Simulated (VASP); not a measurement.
# B17SN17 (a cell with a defect): single point with PBE

System: B17SN17 (a cell with a defect).

```
B N S
1.0
     7.46503    0.00000    0.00000
    -3.73252    6.46491    0.00000
     0.00000    0.00000    6.49548
B N S
17 17 1
Direct
  0.09516 0.20640 0.25022
  0.22376 0.12220 0.78171
  0.09303 0.53766 0.25680
  0.23692 0.46366 0.73787
  0.09299 0.87272 0.26155
  0.23667 0.79299 0.75497
  0.43034 0.20962 0.28248
  0.58086 0.12175 0.75996
  0.42978 0.53794 0.27874
  0.42884 0.87284 0.26557
  0.56097 0.77957 0.70882
  0.76270 0.20809 0.26084
  0.90067 0.11938 0.71601
  0.76789 0.54482 0.35496
  0.90719 0.46413 0.69206
  0.76253 0.87194 0.24980
  0.90616 0.78772 0.68069
  0.11907 0.23379 0.74662
  0.20572 0.09581 0.26580
  0.11995 0.57049 0.76055
  0.20640 0.42860 0.25114
  0.12246 0.90253 0.75143
  0.20558 0.76202 0.26452
  0.53952 0.09479 0.28010
  0.44547 0.56739 0.69455
  0.53763 0.42806 0.30531
  0.45957 0.90172 0.74572
  0.53918 0.76189 0.25689
  0.79567 0.23552 0.70654
  0.87238 0.09597 0.23585
  0.82807 0.58341 0.59652
  0.87260 0.42767 0.27025
  0.79009 0.89637 0.69544
  0.87242 0.76327 0.26011
  0.48880 0.28007 0.85943
```

```yaml
Program: VASP 6.6.1
Task: single point
Functional: PBE
Potentials_or_basis: VASP PAW PBE potentials, release 64 (B, N, S)
Cutoff: 520 eV
k_mesh: 2 × 2 × 2, shifted
Occupations: fermi-dirac, width 0.01 eV
Spin: no spin polarisation
```

The largest force is 0.336 eV/Å.

Forces on the atoms (eV/Å):
```
B   -0.140  0.082 -0.009
B    0.065  0.025 -0.017
B   -0.232  0.129  0.000
B    0.274 -0.136 -0.011
B   -0.129  0.082 -0.047
B    0.081 -0.095  0.094
B   -0.160  0.095  0.015
B    0.008 -0.052 -0.002
B   -0.123  0.066 -0.049
B   -0.179  0.113  0.014
B    0.188 -0.164 -0.135
B   -0.209  0.098  0.059
B    0.245 -0.159  0.049
B   -0.133  0.029  0.002
B    0.120 -0.030 -0.027
B   -0.161  0.087 -0.035
B    0.040  0.012 -0.005
N   -0.154  0.019 -0.075
N    0.134 -0.050 -0.110
N   -0.157  0.182 -0.021
N    0.211 -0.123  0.024
N    0.015 -0.028  0.055
N    0.163 -0.097 -0.022
N    0.154 -0.103 -0.053
N   -0.221  0.139  0.110
N    0.169 -0.079  0.093
N   -0.172  0.160  0.034
N    0.174 -0.077  0.040
N   -0.285  0.176 -0.025
N    0.189 -0.109 -0.044
N    0.030 -0.052 -0.051
N    0.163 -0.049 -0.028
N   -0.079  0.112  0.096
N    0.131 -0.068  0.095
S   -0.020 -0.135 -0.013
```

Levels at points of the mesh, in eV from the Fermi level:
```tsv
k point	band 69	band 70	band 71	band 72	band 73	band 74	band 75	band 76
(0.25, 0.25, 0.25)	-2.26	-1.91	-1.45	-0.50	2.03	2.33	2.66	2.90
```

Run time: 7.1 min on 1 thread of Intel(R) Xeon(R) Platinum 8488C (Sapphire Rapids), with other jobs on the host, peak memory 0.52 GiB.

Caveat: the cell carries a net charge on a neutralising background, which shifts energy and pressure; the cell is charged against a uniform background, so pressure and absolute levels hang on convention.
